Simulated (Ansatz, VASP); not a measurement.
Si in VASP and in Ansatz

```
Si
1.0
     0.00000    5.43000    5.43000
     5.43000    0.00000    5.43000
     5.43000    5.43000    0.00000
Si
17
Direct
  0.00045 0.00115 0.00032
  0.12337 0.12390 0.12332
  0.99693 0.99743 0.50335
  0.12272 0.12346 0.63172
  0.99698 0.50402 0.99693
  0.12283 0.63259 0.12272
  0.99665 0.50395 0.50307
  0.12606 0.62528 0.62464
  0.50341 0.99745 0.99689
  0.63186 0.12347 0.12262
  0.50307 0.99743 0.50297
  0.62474 0.12639 0.62469
  0.50320 0.50398 0.99655
  0.62469 0.62528 0.12603
  0.49993 0.50027 0.49991
  0.62443 0.62518 0.62434
  0.25048 0.25127 0.25034
```

Alike in both runs: functional PBE; k mesh 2 × 2 × 2; occupations fermi-dirac, width 0.02 eV; no spin polarisation.

Ansatz relaxed the structure, and its values are those at the end. VASP's run is a single point on that final structure, the one shown.

|  | VASP | Ansatz |
| --- | --- | --- |
| version | VASP 6.6.1 | Ansatz 0.2.0 |
| potentials or method | VASP PAW PBE potentials, release 64 (Si), cutoff 520 eV | scalar-relativistic, plane waves, PAW |
| valence electrons in the cell | 68 | 68 |

|  | VASP | Ansatz | Ansatz less VASP |
| --- | --- | --- | --- |
| rms of the force components (eV/Å) | 0.011 | 0.012 | +0.0005 |

The k mesh is coarse, so the values compare programs but aren't converged.
